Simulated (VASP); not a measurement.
The system is AgCl.

```
Ag Cl
1.0
     0.00000    2.99327    2.99327
     3.06810    0.00000    2.99327
     3.06810    2.99327    0.00000
Ag Cl
1 1
Direct
  0.00000 0.00000 0.00000
  0.25000 0.25000 0.25000
```

This cell differs from its parent crystal: uniaxial x strain +2.5%.

Base run:

| Quantity | Value |
| --- | --- |
| Program | VASP 6.6.1 |
| Functional | PBE |
| Potentials or basis | VASP PAW PBE potentials, release 64 (Ag, Cl) |
| Cutoff | 520 eV |
| k mesh | 8 × 8 × 8 |
| Occupations | fermi-dirac, width 0.02 eV |
| Spin | no spin polarisation |

Its results: band gap on the k mesh 1.27 eV; pressure 0.2 GPa.

The run is repeated on the same cell with these changes: functional from PBE to r2SCAN; occupations from fermi-dirac, width 0.02 eV to gaussian, width 0.01 eV. What comes out?

Band gap on the k mesh 1.62 eV; pressure -0.9 GPa.

Caveats: the PAW data sets were made with another functional, which shifts forces and pressure a little (at least some runs).

A k mesh can miss the band edges.
